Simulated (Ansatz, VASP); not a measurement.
**Y: VASP beside Ansatz**

```xyz
4
Lattice="3.6905 0.0000 0.0000 -1.8452 3.1960 0.0000 0.0000 0.0000 12.0000" Properties=species:S:1:pos:R:3 pbc="T T T"
Y     1.8452    1.0653    9.0000
Y     0.0000    0.0000    6.0000
Y     0.0000    2.1307    3.0000
Y     0.0000    0.0000    0.0000
```

Change from the starting cell: volume scaled by 1.04.

Alike in both runs: task single point; functional PBEsol; k mesh 8 × 8 × 3; occupations fermi-dirac, width 0.05 eV; no spin polarisation.

```csv
,VASP,Ansatz
version,VASP 6.6.1,Ansatz 0.2.0
potentials or method,"VASP PAW PBE potentials, release 64 (Y_sv), cutoff 520 eV","all-electron LAPW, scalar-relativistic"
```

|  | VASP | Ansatz | Ansatz less VASP |
| --- | --- | --- | --- |
| gap on the k mesh at the Fermi level (eV) | none | none | - |
| pressure (GPa) | -4.7 | -4.6 | +0.07 |
| traceless stress, the component that is largest in VASP (GPa) | -0.39 | -0.40 | -0.006 |

VASP's potentials were made for PBE, not for PBEsol. A gap of «none» marks a metal or a gap that the smearing closes. Ansatz ran all-electron here, and VASP with PAW potentials.
